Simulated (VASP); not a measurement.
**CdSe: single point with PBE-based global hybrid with 75 % exact exchange**

The system is CdSe.

```
CELL_PARAMETERS angstrom
0.00000 2.84295 2.84295
2.84295 0.00000 2.84295
2.84295 2.84295 0.00000
ATOMIC_POSITIONS crystal
Cd 0.00000 0.00000 0.00000
Se 0.50000 0.50000 0.50000
```

```yaml
Program: VASP 6.6.1
Task: single point
Functional: PBE-based global hybrid with 75 % exact exchange
Potentials_or_basis: VASP PAW PBE potentials, release 64 (Cd, Se)
Cutoff: 520 eV
k_mesh: 4 × 4 × 4
Occupations: fermi-dirac, width 0.02 eV
Spin: no spin polarisation
```

| Item | Value |
| --- | --- |
| Pressure | -2.9 GPa |
| Band gap on the k mesh | 4.73 eV (least direct gap 6.27 eV) |

Levels at points of the mesh, in eV from the valence-band top:
| k point | band 6 | band 7 | band 8 | band 9 | band 10 | band 11 | band 12 | band 13 |
| --- | --- | --- | --- | --- | --- | --- | --- | --- |
| (0.00, 0.00, 0.00) | -11.78 | -0.58 | -0.58 | -0.58 | 5.69 | 14.12 | 14.12 | 14.12 |
| (0.50, 0.00, 0.00) | -11.65 | -6.17 | 0.00 | 0.00 | 8.05 | 10.74 | 10.74 | 13.03 |
| (0.50, 0.50, 0.00) | -10.74 | -5.25 | -2.50 | -2.50 | 4.73 | 10.23 | 16.40 | 17.37 |

Run time: 8.7 min on 1 thread of Intel(R) Xeon(R) Platinum 8488C (Sapphire Rapids), with other jobs on the host, peak memory 0.18 GiB.

Caveat: the k points lie up to 0.48 Å⁻¹ apart; the structure was generated, so it needn't be the stable form of CdSe; the PAW data sets were made with another functional, which shifts forces and pressure a little. A k mesh can miss the band edges.
